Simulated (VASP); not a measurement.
# SiNi (P2_13) in VASP: further runs

Aim: see how the results for SiNi move with the level of theory and the settings. Levels: LDA, PBEsol. Tasks: relaxation of cell and atoms.

Everything below comes from runs of VASP 6.6.1. Logs are shortened: lines on timing, memory, paths and dates and some standing lists are left out, and cuts for length are marked.

**1. The cell of the first run**

The structure is cubic, space group P2_13 (No. 198). Conventional cell: a = 4.504 Å, b = 4.504 Å, c = 4.504 Å, α = 90.00°, β = 90.00°, γ = 90.00°. Within 3.1 Å of Ni (site symmetry 3) lie 7 Si at 2.36 to 2.44 Å and 6 Ni at 2.78 Å. Si (site symmetry 3) has 7 Ni at 2.36 to 2.44 Å and 6 Si at 2.78 Å within 3.1 Å.

**2. Relaxation of cell and atoms, LDA, collinear spin, ferromagnetic start**

File INCAR:

```
PREC     = Accurate       # precision mode
ENCUT    = 600            # plane-wave cutoff, eV
EDIFF    = 1E-6           # SCF threshold, eV
ISMEAR   = -1             # smearing method
SIGMA    = 0.05           # smearing width, eV
LREAL    = False          # projectors in reciprocal space
LASPH    = True           # aspherical terms in the spheres
NELM     = 150            # most SCF steps
ALGO     = Fast           # electronic algorithm
ISIF     = 3              # what is computed and relaxed
LWAVE    = False          # write WAVECAR
LCHARG   = False          # write CHGCAR
ISPIN    = 2              # spin polarisation
MAGMOM   = 1 1 1 1 0 0 0 0 # initial moments
LORBIT   = 11             # projections on sites
LMAXMIX  = 4              # l up to which the mixer works
IBRION   = 2              # ionic algorithm
NSW      = 60             # ionic steps
EDIFFG   = -0.01          # ionic threshold
```

File KPOINTS:

```
regular mesh
0
Gamma
  6 6 6
```

File POSCAR:

```
SiNi
1.0
    4.5036940000      0.0000000000      0.0000000000
    0.0000000000      4.5036940000      0.0000000000
    0.0000000000      0.0000000000      4.5036940000
Ni Si
4 4
Direct
    0.1495040000      0.1495040000      0.1495040000
    0.6495040000      0.3504960000      0.8504960000
    0.8504960000      0.6495040000      0.3504960000
    0.3504960000      0.8504960000      0.6495040000
    0.8468300000      0.8468300000      0.8468300000
    0.3468300000      0.6531700000      0.1531700000
    0.1531700000      0.3468300000      0.6531700000
    0.6531700000      0.1531700000      0.3468300000
```

Potentials or basis: VASP PAW LDA potentials, release 64 (Ni, Si).

Launch:

```sh
$ cat potpaw_LDA.64/Ni/POTCAR potpaw_LDA.64/Si/POTCAR > POTCAR
$ mpirun -np 1 vasp_std > vasp.out
```

OUTCAR:

```text
PREC = Accurate
   ENCUT = 600
   EDIFF = 1E-6
   ISMEAR = -1
   LREAL = False
   LASPH = True
   NELM = 150
   ISIF = 3
   ISPIN = 2
   LORBIT = 11
   IBRION = 2
   NSW = 60
   EDIFFG = -0.01

 ion  position               nearest neighbor table
   1  0.150  0.150  0.150-   5 2.36   6 2.41   7 2.41   8 2.41   6 2.44   7 2.44   8 2.44   2 2.78
                             4 2.78   4 2.78   2 2.78   3 2.78   3 2.78
   2  0.650  0.350  0.850-   6 2.36   5 2.41   7 2.41   8 2.41   7 2.44   8 2.44   5 2.44   3 2.78
                             1 2.78   3 2.78   1 2.78   4 2.78   4 2.78
   3  0.850  0.650  0.350-   7 2.36   6 2.41   5 2.41   8 2.41   8 2.44   5 2.44   6 2.44   2 2.78
                             2 2.78   4 2.78   4 2.78   1 2.78   1 2.78
   4  0.350  0.850  0.650-   8 2.36   6 2.41   7 2.41   5 2.41   6 2.44   7 2.44   5 2.44   1 2.78
                             1 2.78   3 2.78   3 2.78   2 2.78   2 2.78
   5  0.847  0.847  0.847-   1 2.36   2 2.41   3 2.41   4 2.41   2 2.44   3 2.44   4 2.44   6 2.78
                             7 2.78   8 2.78   8 2.78   7 2.78   6 2.78
   6  0.347  0.653  0.153-   2 2.36   1 2.41   3 2.41   4 2.41   3 2.44   4 2.44   1 2.44   8 2.78
                             5 2.78   7 2.78   7 2.78   8 2.78   5 2.78
   7  0.153  0.347  0.653-   3 2.36   2 2.41   1 2.41   4 2.41   4 2.44   1 2.44   2 2.44   8 2.78
                             5 2.78   6 2.78   5 2.78   6 2.78   8 2.78
   8  0.653  0.153  0.347-   4 2.36   2 2.41   3 2.41   1 2.41   2 2.44   3 2.44   1 2.44   7 2.78
                             5 2.78   5 2.78   6 2.78   6 2.78   7 2.78

  LATTYP: Found a simple cubic cell.
 ALAT       =     4.5036940000

  Lattice vectors:

 A1 = (   4.5036940000,   0.0000000000,   0.0000000000)
 A2 = (   0.0000000000,   4.5036940000,   0.0000000000)
 A3 = (   0.0000000000,   0.0000000000,   4.5036940000)

Analysis of symmetry for initial positions (statically):
=====================================================================
 Subroutine PRICEL returns:
 Original cell was already a primitive cell.

 Routine SETGRP: Setting up the symmetry group for a
 simple cubic supercell.

 Subroutine GETGRP returns: Found 12 space group operations
 (whereof  3 operations were pure point group operations)
 out of a pool of 48 trial point group operations.

The static configuration has the point symmetry C_3 .
 The point group associated with its full space group is T   .

Analysis of symmetry for dynamics (positions and initial velocities):
=====================================================================
 Subroutine PRICEL returns:
 Original cell was already a primitive cell.

 Routine SETGRP: Setting up the symmetry group for a
 simple cubic supercell.

 Subroutine GETGRP returns: Found 12 space group operations
 (whereof  3 operations were pure point group operations)
 out of a pool of 48 trial point group operations.

The dynamic configuration has the point symmetry C_3 .
 The point group associated with its full space group is T   .

Analysis of structural, dynamic, and magnetic symmetry:
=====================================================================
 Subroutine PRICEL returns:
 Original cell was already a primitive cell.

 Routine SETGRP: Setting up the symmetry group for a
 simple cubic supercell.

 Subroutine GETGRP returns: Found 12 space group operations
 (whereof  3 operations were pure point group operations)
 out of a pool of 48 trial point group operations.

The overall configuration has the point symmetry C_3 .
 The point group associated with its full space group is T   .

 Subroutine INISYM returns: Found 12 space group operations
 (whereof  3 operations are pure point group operations),
 and found     1 'primitive' translations

----------------------------------------------------------------------------------------

                                     Primitive cell

  volume of cell :      91.3496

  direct lattice vectors                    reciprocal lattice vectors
[... 43 lines left out ...]
 RMM-DIIS sequential band-by-band and
  energy-cutoff  :      600.00
  volume of cell :       91.35
 maximum number of plane-waves:      3112
   NGX = 17   NGY = 17   NGZ = 17

--------------------------------------- Ionic step        1  -------------------------------------------

 number of electron      55.9999997 magnetization       0.0006346

 number of electron      55.9999997 magnetization      -0.0000075

 Free energy of the ion-electron system (eV)
  ---------------------------------------------------
  ext. energy  EPLUGINS =         0.00000000
  ---------------------------------------------------
  free energy    TOTEN  =       -54.14480054 eV

  energy without entropy =      -54.12131351  energy(sigma->0) =      -54.13305703

------------------------ aborting loop because EDIFF is reached ----------------------------------------

  FORCE on cell =-STRESS in cart. coord.  units (eV):
  Direction    XX          YY          ZZ          XY          YZ          ZX
  --------------------------------------------------------------------------------------
  -------------------------------------------------------------------------------------
  Total       -5.2176843     -5.2176843     -5.2176843     -0.0000000      0.0000000     -0.0000000
  in kB      -91.5127814    -91.5127814    -91.5127814     -0.0000000      0.0000000     -0.0000000
  external PRESSURE =     -91.5127814 kB  Pullay stress =       0.0000000 kB
[... 111 lines left out ...]
  FREE ENERGIE OF THE ION-ELECTRON SYSTEM (eV)
  ---------------------------------------------------
  free  energy   TOTEN  =       -54.2738932421 eV

  energy  without entropy=      -54.2515481597  energy(sigma->0) =      -54.26272070

[... ionic steps 4 to 9 ...]

--------------------------------------- Ionic step       10  -------------------------------------------

 number of electron      56.0000002 magnetization      -0.0000000

------------------------ aborting loop because EDIFF is reached ----------------------------------------
[... 81 lines left out ...]
 number of electron      56.0000004 magnetization      -0.0000000

 number of electron      56.0000004 magnetization       0.0000000

 Free energy of the ion-electron system (eV)
  ---------------------------------------------------
  ext. energy  EPLUGINS =         0.00000000
  ---------------------------------------------------
  free energy    TOTEN  =       -54.27403985 eV

  energy without entropy =      -54.25172555  energy(sigma->0) =      -54.26288270

 E-fermi :  12.5798     XC(G=0): -13.0061

 val. band max:       12.5081655126   @ k =   0.3333   0.1667   0.0000
 cond. band min:      12.5934960227   @ k =   0.3333   0.0000   0.0000
 fundamental gap:      0.0853305100
 Fermi energy:        12.5798477436

 spin component 1

 k-point     1 :       0.0000    0.0000    0.0000
  band No.  band energies     occupation
      1      -2.0296      1.00000
      2       3.5275      1.00000
      3       3.5275      1.00000
      4       3.5275      1.00000
      5       6.0223      1.00000
      6       6.0223      1.00000
[... 901 lines left out ...]
     34      17.2347      0.00000
     35      17.2347      0.00000
 Fermi energy:        12.5798477436

 spin component 2

 k-point     1 :       0.0000    0.0000    0.0000
  band No.  band energies     occupation
      1      -2.0296      1.00000
      2       3.5275      1.00000
      3       3.5275      1.00000
      4       3.5275      1.00000
      5       6.0223      1.00000
      6       6.0223      1.00000
[... 936 lines left out ...]
  FREE ENERGIE OF THE ION-ELECTRON SYSTEM (eV)
  ---------------------------------------------------
  free  energy   TOTEN  =       -54.2740398494 eV

  energy  without entropy=      -54.2517255523  energy(sigma->0) =      -54.26288270

 reached required accuracy - stopping structural energy minimisation

 total charge

# of ion       s       p       d       tot
------------------------------------------
    1        0.480   0.657   8.545   9.682
    2        0.480   0.657   8.545   9.682
    3        0.480   0.657   8.545   9.682
    4        0.480   0.657   8.545   9.682
    5        0.742   0.883   0.000   1.624
    6        0.742   0.883   0.000   1.624
    7        0.742   0.883   0.000   1.624
    8        0.742   0.883   0.000   1.624
--------------------------------------------------
tot          4.885   6.160  34.180  45.226

 magnetization (x)

# of ion       s       p       d       tot
------------------------------------------
    1       -0.000   0.000   0.000   0.000
    2       -0.000   0.000   0.000   0.000
    3       -0.000   0.000   0.000   0.000
    4       -0.000   0.000   0.000   0.000
    5       -0.000   0.000   0.000  -0.000
    6       -0.000   0.000   0.000  -0.000
    7       -0.000   0.000   0.000  -0.000
    8       -0.000   0.000   0.000  -0.000
--------------------------------------------------
tot         -0.000   0.000   0.000   0.000
```

Wall time 21 min (1 thread of Oxide Virtual Turin-like, shared host); peak memory 0.25 GiB.

What came out:

| Property | Result |
| --- | --- |
| Free energy | -54.2740 eV |
| Relaxed volume | 10.88 Å³/atom |
| Relaxed cell | a = 4.432 Å, b = 4.432 Å, c = 4.432 Å, α = 90.00°, β = 90.00°, γ = 90.00° |
| Space group after relaxing (to 0.1 Å) | P2_13 (No. 198) |
| Energy gained by relaxing | 16.2 meV/atom |
| Ionic steps | 12 |
| Pressure after relaxing | -0.1 GPa |
| Largest force after relaxing | 0.007 eV/Å |
| Band gap on the k mesh | zero (filled and empty bands overlap) |
| Net moment | 0.00 μB per cell |
| Valence electrons inside the program's atomic spheres | Ni 9.68; Si 1.62 |

Forces on the atoms (eV/Å):
```
Ni  -0.004 -0.004 -0.004
Ni  -0.004  0.004  0.004
Ni   0.004 -0.004  0.004
Ni   0.004  0.004 -0.004
Si  -0.004 -0.004 -0.004
Si  -0.004  0.004  0.004
Si   0.004 -0.004  0.004
Si   0.004  0.004 -0.004
```

Step by step:
```
step  energy change (eV)  largest force (eV/Å)  pressure (GPa)  volume (Å³)
   1              0.0000                0.0600           -9.15        91.35
   2              0.0092                0.0345           11.98        83.00
   3             -0.1291                0.0232           -0.18        87.03
   4             -0.1290                0.0224            0.37        86.95
   5             -0.1290                0.0136           -0.39        87.23
   6             -0.1291                0.0189           -0.15        87.07
   7             -0.1291                0.0194           -0.02        87.05
   8             -0.1291                0.0192           -0.01        87.05
   9             -0.1291                0.0189           -0.04        87.06
  10             -0.1291                0.0188           -0.04        87.06
  11             -0.1292                0.0102            0.13        87.06
  12             -0.1292                0.0072           -0.07        87.06
```

Final structure:
```xyz
8
Lattice="4.4320 0.0000 0.0000 0.0000 4.4320 0.0000 0.0000 0.0000 4.4320" Properties=species:S:1:pos:R:3 pbc="T T T"
Ni    0.6613    0.6613    0.6613
Ni    2.8773    1.5547    3.7707
Ni    3.7707    2.8773    1.5547
Ni    1.5547    3.7707    2.8773
Si    3.7514    3.7514    3.7514
Si    1.5354    2.8966    0.6806
Si    0.6806    1.5354    2.8966
Si    2.8966    0.6806    1.5354
```

Levels at points of the mesh, in eV from the Fermi level:
Spin up:
| k point | band 24 | band 25 | band 26 | band 27 | band 28 | band 29 | band 30 | band 31 | band 32 | band 33 |
| --- | --- | --- | --- | --- | --- | --- | --- | --- | --- | --- |
| (0.00, 0.00, 0.00) | -2.44 | -1.73 | -1.73 | -1.73 | 1.09 | 1.09 | 1.09 | 1.43 | 1.43 | 2.08 |
| (0.50, 0.00, 0.00) | -2.29 | -2.13 | -2.13 | -0.66 | -0.66 | -0.19 | -0.19 | 2.87 | 2.87 | 2.99 |
| (0.50, 0.50, 0.00) | -2.60 | -1.64 | -1.64 | -1.03 | -1.03 | 0.39 | 0.39 | 0.91 | 0.91 | 4.00 |
| (0.50, 0.50, 0.50) | -2.85 | -1.91 | -1.91 | -1.91 | -1.91 | 4.38 | 4.38 | 4.38 | 4.38 | 4.65 |
Spin down:
```csv
k point,band 25,band 26,band 27,band 28,band 29,band 30,band 31,band 32
"(0.00, 0.00, 0.00)",-1.73,-1.73,-1.73,1.09,1.09,1.09,1.43,1.43
"(0.50, 0.00, 0.00)",-2.13,-2.13,-0.66,-0.66,-0.19,-0.19,2.87,2.87
"(0.50, 0.50, 0.00)",-1.64,-1.64,-1.03,-1.03,0.39,0.39,0.91,0.91
"(0.50, 0.50, 0.50)",-1.91,-1.91,-1.91,-1.91,4.38,4.38,4.38,4.38
```

Caveat: the moments typed at the start vanished in this run.

(Part 1 of 2 ends here.)

The gap in the log of VASP goes by the Fermi energy; the results here count the filled bands.